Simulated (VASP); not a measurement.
# KCl (Pm-3m) in VASP: a series of runs

Runs on KCl. Level: r2SCAN. Tasks: single point.

Everything below comes from runs of VASP 6.6.1. Logs are shortened: lines on timing, memory, paths and dates and some standing lists are left out, and cuts for length are marked.

## Step 1: The cell of the first run

Symmetry: Pm-3m, No. 221, cubic system. Conventional cell: a = 3.679 Å, b = 3.679 Å, c = 3.679 Å, α = 90.00°, β = 90.00°, γ = 90.00°. Within 4.2 Å of K (site symmetry m-3m) lie 8 Cl at 3.19 Å and 6 K at 3.68 Å. Within 4.2 Å of Cl (site symmetry m-3m) lie 8 K at 3.19 Å and 6 Cl at 3.68 Å.

## Step 2: Single point, r2SCAN

Input file POSCAR:

```
KCl
1.0
    3.6790399899      0.0000000000      0.0000000000
    0.0000000000      3.6790399899      0.0000000000
    0.0000000000      0.0000000000      3.6790399899
K Cl
1 1
Direct
    0.0000000000      0.0000000000      0.0000000000
    0.5000000000      0.5000000000      0.5000000000
```

Input file INCAR.step1:

```
SYSTEM = KCl
ALGO = Normal ; EDIFF = 1E-5
ENCUT = 550 ; GGA = PE
GGA_COMPAT = .False. ; ISMEAR = 0
LASPH = .True. ; LCHARG = .False.
LREAL = .False. ; LWAVE = .True.
NBANDS = 15 ; NELM = 120
PREC = Accurate ; SIGMA = 0.01
```

Input file INCAR.step2:

```
SYSTEM = KCl
ALGO = Normal ; EDIFF = 1E-6
ENCUT = 550 ; GGA_COMPAT = .False.
ISIF = 2 ; ISMEAR = 0
ISTART = 1 ; LASPH = .True.
LCHARG = .False. ; LMIXTAU = .True.
LREAL = .False. ; LWAVE = .False.
METAGGA = R2SCAN ; NBANDS = 15
NELM = 120 ; PREC = Accurate
SIGMA = 0.01
```

Input file KPOINTS:

```
k-points
0
Gamma
  5 5 5
  0 0 0
```

Potentials or basis: VASP PAW PBE potentials, release 64 (K_sv, Cl).

Command:

```
$ cat potpaw_PBE.64/K_sv/POTCAR potpaw_PBE.64/Cl/POTCAR > POTCAR
$ cp INCAR.step1 INCAR
$ mpirun -np 1 vasp_std > vasp.out
$ cp INCAR.step2 INCAR
$ mpirun -np 1 vasp_std > vasp.out
```

OUTCAR:

```text
SYSTEM = KCl
   EDIFF = 1E-6
   ENCUT = 550
   ISIF = 2
   ISMEAR = 0
   ISTART = 1
   LASPH = .True.
   LREAL = .False.
   METAGGA = R2SCAN
   NELM = 120
   PREC = Accurate

 ion  position               nearest neighbor table
   1  0.000  0.000  0.000-   2 3.19   2 3.19   2 3.19   2 3.19   2 3.19   2 3.19   2 3.19   2 3.19

   2  0.500  0.500  0.500-   1 3.19   1 3.19   1 3.19   1 3.19   1 3.19   1 3.19   1 3.19   1 3.19

  LATTYP: Found a simple cubic cell.
 ALAT       =     3.6790399899

  Lattice vectors:

 A1 = (   3.6790399899,   0.0000000000,   0.0000000000)
 A2 = (   0.0000000000,   3.6790399899,   0.0000000000)
 A3 = (   0.0000000000,   0.0000000000,   3.6790399899)

Analysis of symmetry for initial positions (statically):
=====================================================================
 Subroutine PRICEL returns:
 Original cell was already a primitive cell.

 Routine SETGRP: Setting up the symmetry group for a
 simple cubic supercell.

 Subroutine GETGRP returns: Found 48 space group operations
 (whereof 48 operations were pure point group operations)
 out of a pool of 48 trial point group operations.

The static configuration has the point symmetry O_h .

Analysis of symmetry for dynamics (positions and initial velocities):
=====================================================================
 Subroutine PRICEL returns:
 Original cell was already a primitive cell.

 Routine SETGRP: Setting up the symmetry group for a
 simple cubic supercell.

 Subroutine GETGRP returns: Found 48 space group operations
 (whereof 48 operations were pure point group operations)
 out of a pool of 48 trial point group operations.

The dynamic configuration has the point symmetry O_h .

 Subroutine INISYM returns: Found 48 space group operations
 (whereof 48 operations are pure point group operations),
 and found     1 'primitive' translations

----------------------------------------------------------------------------------------

                                     Primitive cell

  volume of cell :      49.7970

  direct lattice vectors                    reciprocal lattice vectors
     3.679039990  0.000000000  0.000000000     0.271810038  0.000000000  0.000000000
     0.000000000  3.679039990  0.000000000     0.000000000  0.271810038  0.000000000
     0.000000000  0.000000000  3.679039990     0.000000000  0.000000000  0.271810038

  length of vectors
     3.679039990  3.679039990  3.679039990     0.271810038  0.271810038  0.271810038

  position of ions in fractional coordinates (direct lattice)
     0.000000000  0.000000000  0.000000000
     0.500000000  0.500000000  0.500000000

  ion indices of the primitive-cell ions
   primitive index   ion index
                 1           1
                 2           2

----------------------------------------------------------------------------------------

 KPOINTS: k-points

Automatic generation of k-mesh.
 Grid dimensions read from file:
 generate k-points for:    5    5    5

 Generating k-lattice:

  Cartesian coordinates                     Fractional coordinates (reciprocal lattice)
     0.054362008  0.000000000  0.000000000     0.200000000  0.000000000  0.000000000
     0.000000000  0.054362008  0.000000000     0.000000000  0.200000000  0.000000000
     0.000000000  0.000000000  0.054362008     0.000000000  0.000000000  0.200000000

  Length of vectors
     0.054362008  0.054362008  0.054362008

  Shift w.r.t. Gamma in fractional coordinates (k-lattice)
     0.000000000  0.000000000  0.000000000

 Subroutine IBZKPT returns following result:
 ===========================================

 Found     10 irreducible k-points:

 Following reciprocal coordinates:
            Coordinates               Weight
  0.000000  0.000000  0.000000      1.000000
  0.200000  0.000000  0.000000      6.000000
  0.400000  0.000000  0.000000      6.000000
  0.200000  0.200000  0.000000     12.000000
  0.400000  0.200000  0.000000     24.000000
  0.400000  0.400000  0.000000     12.000000
  0.200000  0.200000  0.200000      8.000000
  0.400000  0.200000  0.200000     24.000000
  0.400000  0.400000  0.200000     24.000000
  0.400000  0.400000  0.400000      8.000000
   k-points           NKPTS =     10   k-points in BZ     NKDIM =     10   number of bands    NBANDS=     15
   number of dos      NEDOS =    301   number of ions     NIONS =      2
   total plane-waves  NPLWV =  21952
   dimension x,y,z NGX =    28 NGY =   28 NGZ =   28
   dimension x,y,z NGXF=    56 NGYF=   56 NGZF=   56
   ions per type =               1   1
   NGX,Y,Z   is equivalent  to a cutoff of  12.65, 12.65, 12.65 a.u.
   NGXF,Y,Z  is equivalent  to a cutoff of  25.30, 25.30, 25.30 a.u.
 SYSTEM =  KCl
   PREC   = accura    normal or accurate (medium, high low for compatibility)
   ISTART =      1    job   : 0-new  1-cont  2-samecut
   ICHARG =      0    charge: 1-file 2-atom 10-const
   ISPIN  =      1    spin polarized calculation?
   LNONCOLLINEAR =      F non collinear calculations
   LSORBIT =      F    spin-orbit coupling
   LASPH  =      T    aspherical Exc in radial PAW
   ENCUT  =  550.0 eV  40.42 Ry    6.36 a.u.   7.04  7.04  7.04*2*pi/ulx,y,z
   NELM   =    120;   NELMIN=  2; NELMDL=  0     # of ELM steps
   EDIFF  = 0.1E-05   stopping-criterion for ELM
   LREAL  =      F    real-space projection
   EDIFFG = 0.1E-04   stopping-criterion for IOM
   NSW    =      0    number of steps for IOM
   IBRION =     -1    ionic relax: 0-MD 1-quasi-New 2-CG
   NFREE  =      0    steps in history (QN), initial steepest desc. (CG)
   ISIF   =      2    stress and relaxation
   ISYM   =      2    0-nonsym 1-usesym 2-fastsym
   POTIM  = 0.5000    time-step for ionic-motion
   TEBEG  =    0.0;   TEEND  =   0.0 temperature during run
   PSTRESS=    0.0 pullay stress
   NELECT =      16.0000    total number of electrons
   NUPDOWN=      -1.0000    fix difference up-down
   EMIN   =  10.00;   EMAX   =-10.00  energy-range for DOS
   EFERMI =   0.00;   METHOD = LEGACY
   ISMEAR =     0;   SIGMA  =   0.01  broadening in eV -4-tet -1-fermi 0-gaus
   EFERMI_NEDOS =   21; number of points for ismear=-14 and -15
   IALGO  =     38    algorithm
   IMIX   =      4    mixing-type and parameters
     AMIX     =   0.40;   BMIX     =  1.00
     AMIX_MAG =   1.60;   BMIX_MAG =  1.00
[... 41 lines left out ...]
      6      -0.7755      2.00000
      7      -0.7755      2.00000
      8      -0.7755      2.00000
      9       5.6451      0.00000
     10       6.4463      0.00000
     11       6.4463      0.00000
     12      11.2320      0.00000
     13      11.2320      0.00000
     14      11.2320      0.00000
     15      14.3475      0.00000

 k-point     2 :       0.2000    0.0000    0.0000
  band No.  band energies     occupation
      1     -29.5172      2.00000
      2     -14.0034      2.00000
      3     -12.1032      2.00000
      4     -12.1032      2.00000
      5     -12.0726      2.00000
      6      -1.5437      2.00000
      7      -0.7895      2.00000
      8      -0.7895      2.00000
      9       6.5445      0.00000
     10       6.8140      0.00000
     11       7.4382      0.00000
     12      11.1196      0.00000
     13      11.1196      0.00000
     14      11.4549      0.00000
     15      12.8676      0.00000

 k-point     3 :       0.4000    0.0000    0.0000
  band No.  band energies     occupation
      1     -29.4992      2.00000
      2     -14.1107      2.00000
      3     -12.0760      2.00000
      4     -12.0760      2.00000
      5     -11.9745      2.00000
      6      -2.5201      2.00000
      7      -0.8144      2.00000
      8      -0.8144      2.00000
      9       7.7484      0.00000
     10       8.1858      0.00000
     11       9.0124      0.00000
     12      10.7469      0.00000
     13      11.1710      0.00000
     14      11.1710      0.00000
     15      11.9026      0.00000

 k-point     4 :       0.2000    0.2000    0.0000
  band No.  band energies     occupation
      1     -29.5065      2.00000
      2     -13.9837      2.00000
      3     -12.2337      2.00000
      4     -12.0881      2.00000
      5     -11.9956      2.00000
      6      -1.6049      2.00000
      7      -1.2816      2.00000
      8      -0.7681      2.00000
      9       7.1458      0.00000
     10       7.3231      0.00000
     11       8.0237      0.00000
     12      10.3967      0.00000
     13      10.8064      0.00000
     14      11.7685      0.00000
     15      13.2768      0.00000

 k-point     5 :       0.4000    0.2000    0.0000
  band No.  band energies     occupation
      1     -29.4891      2.00000
      2     -13.9739      2.00000
      3     -12.2350      2.00000
      4     -12.0636      2.00000
      5     -12.0509      2.00000
      6      -2.3111      2.00000
      7      -1.2827      2.00000
      8      -0.7345      2.00000
      9       7.6032      0.00000
     10       8.1341      0.00000
     11       9.3594      0.00000
     12      10.1730      0.00000
     13      10.7773      0.00000
     14      10.8537      0.00000
     15      12.3925      0.00000

 k-point     6 :       0.4000    0.4000    0.0000
  band No.  band energies     occupation
      1     -29.4726      2.00000
      2     -13.7049      2.00000
      3     -12.4150      2.00000
      4     -12.2930      2.00000
      5     -12.0435      2.00000
      6      -1.9941      2.00000
      7      -1.8792      2.00000
      8      -0.5985      2.00000
      9       6.6827      0.00000
     10       7.7961      0.00000
     11       9.3698      0.00000
     12       9.6429      0.00000
     13      11.2568      0.00000
     14      11.7201      0.00000
     15      13.5791      0.00000

 k-point     7 :       0.2000    0.2000    0.2000
  band No.  band energies     occupation
      1     -29.4961      2.00000
      2     -13.9275      2.00000
      3     -12.2125      2.00000
      4     -12.2125      2.00000
      5     -11.9813      2.00000
      6      -1.5088      2.00000
      7      -1.3076      2.00000
      8      -1.3076      2.00000
      9       7.8730      0.00000
     10       8.1322      0.00000
     11       8.1322      0.00000
     12      10.2248      0.00000
     13      10.2248      0.00000
     14      10.5292      0.00000
     15      14.2519      0.00000

 k-point     8 :       0.4000    0.2000    0.2000
  band No.  band energies     occupation
      1     -29.4792      2.00000
      2     -13.8503      2.00000
      3     -12.2506      2.00000
      4     -12.1777      2.00000
      5     -12.0998      2.00000
      6      -2.1787      2.00000
      7      -1.3527      2.00000
      8      -1.1697      2.00000
      9       8.2817      0.00000
     10       8.2881      0.00000
     11       8.9067      0.00000
     12      10.1890      0.00000
     13      10.2100      0.00000
     14      10.6424      0.00000
     15      13.5645      0.00000

 k-point     9 :       0.4000    0.4000    0.2000
  band No.  band energies     occupation
      1     -29.4631      2.00000
      2     -13.6133      2.00000
      3     -12.3861      2.00000
      4     -12.3031      2.00000
      5     -12.1581      2.00000
      6      -2.0025      2.00000
      7      -1.9511      2.00000
      8      -1.2101      2.00000
      9       7.4150      0.00000
     10       8.7486      0.00000
     11       9.2122      0.00000
     12       9.4395      0.00000
     13      11.1737      0.00000
     14      11.3495      0.00000
     15      13.5650      0.00000

 k-point    10 :       0.4000    0.4000    0.4000
  band No.  band energies     occupation
      1     -29.4476      2.00000
      2     -13.4491      2.00000
      3     -12.3386      2.00000
      4     -12.3386      2.00000
      5     -12.3305      2.00000
      6      -2.0702      2.00000
      7      -2.0702      2.00000
      8      -1.9761      2.00000
      9       8.6505      0.00000
     10       9.1327      0.00000
     11       9.1327      0.00000
     12      10.6065      0.00000
     13      10.7706      0.00000
     14      10.7706      0.00000
     15      13.4064      0.00000

------------------------ aborting loop because EDIFF is reached ----------------------------------------

  FORCE on cell =-STRESS in cart. coord.  units (eV):
  Direction    XX          YY          ZZ          XY          YZ          ZX
  --------------------------------------------------------------------------------------
  -------------------------------------------------------------------------------------
  Total        0.6340161      0.6340161      0.6340161      0.0000000      0.0000000     -0.0000000
  in kB       20.3989285     20.3989285     20.3989285      0.0000000      0.0000000     -0.0000000
  external PRESSURE =      20.3989285 kB  Pullay stress =       0.0000000 kB

 VOLUME and BASIS-vectors are now :
 -----------------------------------------------------------------------------
  energy-cutoff  :      550.00
  volume of cell :       49.80
      direct lattice vectors                 reciprocal lattice vectors
     3.679039990  0.000000000  0.000000000     0.271810038  0.000000000  0.000000000
     0.000000000  3.679039990  0.000000000     0.000000000  0.271810038  0.000000000
     0.000000000  0.000000000  3.679039990     0.000000000  0.000000000  0.271810038

 POSITION                                       TOTAL-FORCE (eV/Angst)
 -----------------------------------------------------------------------------------
      0.00000      0.00000      0.00000         0.000000      0.000000      0.000000
      1.83952      1.83952      1.83952         0.000000      0.000000      0.000000
 -----------------------------------------------------------------------------------
    total drift:                               -0.000000      0.000000      0.000000

  FREE ENERGIE OF THE ION-ELECTRON SYSTEM (eV)
  ---------------------------------------------------
  free  energy   TOTEN  =       -16.3844077967 eV

  energy  without entropy=      -16.3844077967  energy(sigma->0) =      -16.38440780
```

Run time: 59 s. Hardware: 1 thread of Intel Xeon 8259CL, shared host; peak memory 0.16 GiB.

Results:

| Quantity | Value |
| --- | --- |
| Free energy | -16.3844 eV |
| Pressure | 2.0 GPa |
| Band gap on the k mesh | 6.24 eV (least direct gap 6.42 eV) |

Levels at points of the mesh, in eV from the valence-band top:
| k point | band 6 | band 7 | band 8 | band 9 | band 10 | band 11 |
| --- | --- | --- | --- | --- | --- | --- |
| (0.00, 0.00, 0.00) | -0.18 | -0.18 | -0.18 | 6.24 | 7.04 | 7.04 |

Caveat: the PAW data sets were made with another functional, which shifts forces and pressure a little; an odd mesh through Γ misses points on the zone boundary, where band edges can lie.

## Step 3: Single point, r2SCAN

This run uses another cell than the first one, of 26.03 Å³/atom.

Input file POSCAR:

```
KCl
1.0
    3.7339591313      0.0000000000      0.0000000000
    0.0000000000      3.7339591313      0.0000000000
    0.0000000000      0.0000000000      3.7339591313
K Cl
1 1
Direct
    0.0000000000      0.0000000000      0.0000000000
    0.5000000000      0.5000000000      0.5000000000
```

Input file INCAR.step1:

```
PREC = Accurate
ENCUT = 550
ISMEAR = 0
SIGMA = 0.01
LREAL = F
LASPH = T
NELM = 120
NBANDS = 15
GGA = PE
ALGO = Normal
EDIFF = 1E-5
LWAVE = T
LCHARG = F
GGA_COMPAT = F
```

Input file INCAR.step2:

```
PREC = Accurate
ENCUT = 550
EDIFF = 1E-6
ISMEAR = 0
SIGMA = 0.01
LREAL = F
LASPH = T
NELM = 120
ALGO = Normal
ISIF = 2
LWAVE = F
LCHARG = F
METAGGA = R2SCAN
LMIXTAU = T
NBANDS = 15
ISTART = 1
GGA_COMPAT = F
```

Input file KPOINTS:

```
Automatic mesh
0
Gamma
  5 5 5
```

Potentials or basis: VASP PAW PBE potentials, release 64 (K_sv, Cl).

Command:

```
$ cat potpaw_PBE.64/K_sv/POTCAR potpaw_PBE.64/Cl/POTCAR > POTCAR
$ cp INCAR.step1 INCAR
$ mpirun -np 1 vasp_std > vasp.out
$ cp INCAR.step2 INCAR
$ mpirun -np 1 vasp_std > vasp.out
```

It took 77 s on 1 thread of Intel Xeon 8259CL, shared host; peak memory 0.17 GiB.

It converged, with:

```
Free energy            : -16.4041 eV
Pressure               : 0.7 GPa
Band gap on the k mesh : 6.00 eV (least direct gap 6.18 eV)
```

Levels at points of the mesh, in eV from the valence-band top:
```csv
k point,band 4,band 5,band 6,band 7,band 8,band 9,band 10,band 11,band 12,band 13
"(0.00, 0.00, 0.00)",-11.60,-11.60,-0.17,-0.17,-0.17,6.00,7.10,7.10,11.72,11.72
```

Caveat: the PAW data sets were made with another functional, which shifts forces and pressure a little; an odd mesh through Γ misses points on the zone boundary, where band edges can lie.

## Step 4: Single point, r2SCAN

This run uses another cell than the first one, of 27.16 Å³/atom.

Input file POSCAR:

```
KCl
1.0
    3.7873086124      0.0000000000      0.0000000000
    0.0000000000      3.7873086124      0.0000000000
    0.0000000000      0.0000000000      3.7873086124
K Cl
1 1
Direct
    0.0000000000      0.0000000000      0.0000000000
    0.5000000000      0.5000000000      0.5000000000
```

Input file INCAR.step1:

```
SYSTEM = KCl
PREC     = Accurate       ! precision mode
ENCUT    = 550            ! plane-wave cutoff, eV
ISMEAR   = 0              ! smearing method
SIGMA    = 0.01           ! smearing width, eV
LREAL    = .FALSE.        ! projectors in reciprocal space
LASPH    = .TRUE.         ! aspherical terms in the spheres
NELM     = 120            ! most SCF steps
NBANDS   = 15             ! bands
GGA      = PE             ! functional
ALGO     = Normal         ! electronic algorithm
EDIFF    = 1E-5           ! SCF threshold, eV
LWAVE    = .TRUE.         ! write WAVECAR
LCHARG   = .FALSE.        ! write CHGCAR
GGA_COMPAT= .FALSE.
```

Input file INCAR.step2:

```
SYSTEM = KCl
PREC     = Accurate       ! precision mode
ENCUT    = 550            ! plane-wave cutoff, eV
EDIFF    = 1E-6           ! SCF threshold, eV
ISMEAR   = 0              ! smearing method
SIGMA    = 0.01           ! smearing width, eV
LREAL    = .FALSE.        ! projectors in reciprocal space
LASPH    = .TRUE.         ! aspherical terms in the spheres
NELM     = 120            ! most SCF steps
ALGO     = Normal         ! electronic algorithm
ISIF     = 2              ! what is computed and relaxed
LWAVE    = .FALSE.        ! write WAVECAR
LCHARG   = .TRUE.         ! write CHGCAR
METAGGA  = R2SCAN         ! meta-GGA
LMIXTAU  = .TRUE.       
LELF     = .TRUE.         ! ELF
LVHAR    = .TRUE.       
NBANDS   = 15             ! bands
ISTART   = 1            
GGA_COMPAT= .FALSE.
```

Input file KPOINTS:

```
regular mesh
0
G
  5 5 5
  0 0 0
```

Command:

```
$ cat potpaw_PBE.64/K_sv/POTCAR potpaw_PBE.64/Cl/POTCAR > POTCAR
$ cp INCAR.step1 INCAR
$ mpirun -np 1 vasp_std > vasp.out
$ cp INCAR.step2 INCAR
$ mpirun -np 1 vasp_std > vasp.out
```

It took 50 s on 1 thread of Intel Xeon 8259CL, shared host; peak memory 0.17 GiB.

It converged, with:

```yaml
Free_energy: -16.4074 eV
Pressure: -0.3 GPa
Band_gap_on_the_k_mesh: 5.79 eV (least direct gap 5.96 eV)
```

Levels at points of the mesh, in eV from the valence-band top:
```csv
k point,band 6,band 7,band 8,band 9,band 10,band 11
"(0.00, 0.00, 0.00)",-0.17,-0.17,-0.17,5.79,7.15,7.15
```

Caveat: the PAW data sets were made with another functional, which shifts forces and pressure a little; an odd mesh through Γ misses points on the zone boundary, where band edges can lie.

## Step 5: Summary

```csv
cell,gap on the mesh (eV),pressure (GPa)
"a = 3.679 Å, 2 atoms",6.24,2.0
"a = 3.734 Å, 2 atoms",6.00,0.7
"a = 3.787 Å, 2 atoms",5.79,-0.3
```

Alike in all rows: task single point; level r2SCAN; potentials or basis VASP PAW PBE potentials, release 64 (K_sv, Cl); no spin polarisation; k mesh 5 × 5 × 5; cutoff (eV) 550; smearing gaussian 0.01 eV.

Caveats: the PAW data sets were made with another functional, which shifts forces and pressure a little; an odd mesh through Γ misses points on the zone boundary, where band edges can lie.

Absolute energies hang on the potentials; compare differences alone.
